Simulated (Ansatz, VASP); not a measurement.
One calculation of ZrC, two programs

```
Zr C
1.0
     0.00000    2.55314    1.99145
     2.55314    0.00000    1.99145
     2.55314    2.55314    0.00000
Zr C
1 1
Cartesian
  2.5531 2.5531 1.9915
  0.0000 0.0000 0.0000
```

Alike in both runs: task single point; functional PBEsol; k mesh 20 × 20 × 20; occupations gaussian, width 0.15 eV; no spin polarisation.

```csv
,VASP,Ansatz
version,VASP 6.6.1,Ansatz 0.2.0
potentials or method,"VASP PAW PBE potentials, release 64 (Zr_sv, C), cutoff 520 eV","scalar-relativistic, plane waves, PAW"
valence electrons in the cell,16,16
```

Ansatz gave:

```
gap on the k mesh at the Fermi level (eV)                     : none
pressure (GPa)                                                : 20.8
traceless stress, the component that is largest in VASP (GPa) : 86.31
```

Problem. Which values does VASP return?

Solution. gap on the k mesh at the Fermi level (eV): none; pressure (GPa): 21.1; traceless stress, the component that is largest in VASP (GPa): 86.71.

VASP's potentials were made for PBE, not for PBEsol. A gap of «none» marks a metal or a gap that the smearing closes. The functional is the same, so the differences come from potentials, cutoffs and numerics.
